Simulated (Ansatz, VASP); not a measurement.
B3F2 in VASP and in Ansatz

Contents of INCAR:

```
PREC = Accurate ; ENCUT = 600
EDIFF = 1E-7 ; ISMEAR = 0
SIGMA = 0.1 ; LREAL = False
LASPH = True ; NELM = 60
ALGO = Normal ; ISIF = 3
LWAVE = False ; LCHARG = False
GGA = PE ; IBRION = 2
NSW = 90 ; EDIFFG = -0.04
```

Contents of KPOINTS:

```
Automatic mesh
0
Gamma
  4 4 6
```

POSCAR

```
B3F2
1.0
    5.7568075828      0.0000000000      0.0000000000
    0.0000000000      5.7568075828      0.0000000000
    0.0000000000      0.0000000000      2.8921123412
B F
6 4
Direct
    0.0000000000      0.0000000000      0.0000000000
    0.5000000000      0.5000000000      0.0000000000
    0.1800000000      0.6800000000      0.5000000000
    0.3200000000      0.1800000000      0.5000000000
    0.8200000000      0.3200000000      0.5000000000
    0.6800000000      0.8200000000      0.5000000000
    0.3800000000      0.8800000000      0.0000000000
    0.1200000000      0.3800000000      0.0000000000
    0.6200000000      0.1200000000      0.0000000000
    0.8800000000      0.6200000000      0.0000000000
```

Input for Ansatz:

```yaml
crystal:
  lattice:
    - [5.7568075828, 0.0, 0.0]
    - [0.0, 5.7568075828, 0.0]
    - [0.0, 0.0, 2.8921123412]
  atoms:
    - { symbol: B, position: [0.0, 0.0, 0.0] }
    - { symbol: B, position: [0.5, 0.5, 0.0] }
    - { symbol: B, position: [0.18, 0.68, 0.5] }
    - { symbol: B, position: [0.32, 0.18, 0.5] }
    - { symbol: B, position: [0.82, 0.32, 0.5] }
    - { symbol: B, position: [0.68, 0.82, 0.5] }
    - { symbol: F, position: [0.38, 0.88, 0.0] }
    - { symbol: F, position: [0.12, 0.38, 0.0] }
    - { symbol: F, position: [0.62, 0.12, 0.0] }
    - { symbol: F, position: [0.88, 0.62, 0.0] }
basis:
  ecutwfc: 420
kpoints:
  mp_grid: { grid: [4, 4, 6] }
hamiltonian:
  xc: pbe
scf:
  occupations: { method: gaussian, width: 0.1 }
  lower_state_search: "off"
output:
  forces: true
  stress: true
  eigenvalues: true
relax:
  adjacent_minimum: "off"
  f_tol: 0.04
  max_steps: 70
  cell: { stress_tol: 0.4 }
```

Alike in both runs: task relaxation of cell and atoms; functional PBE; k mesh 4 × 4 × 6; occupations gaussian, width 0.1 eV; no spin polarisation.

|  | VASP | Ansatz |
| --- | --- | --- |
| version | VASP 6.6.1 | Ansatz 0.2.0 |
| potentials or method | VASP PAW PBE potentials, release 64 (B, F), cutoff 600 eV | scalar-relativistic, plane waves, PAW |
| valence electrons in the cell | 46 | 46 |

|  | VASP | Ansatz | Ansatz less VASP |
| --- | --- | --- | --- |
| gap on the k mesh at the Fermi level, each at its own relaxed structure (eV) | none | none | - |
| relaxed volume (Å³/atom) | 9.69 | 10.29 | +0.604 |
| relaxed length of the cell vector where the two differ most in proportion (Å) | 6.886 | 7.178 | +0.2914 |

A gap of «none» marks a metal or a gap that the smearing closes. One of these differences is far larger than is usual between the two programs; its cause wasn't traced.

The k mesh is coarse, so the values compare programs but aren't converged.
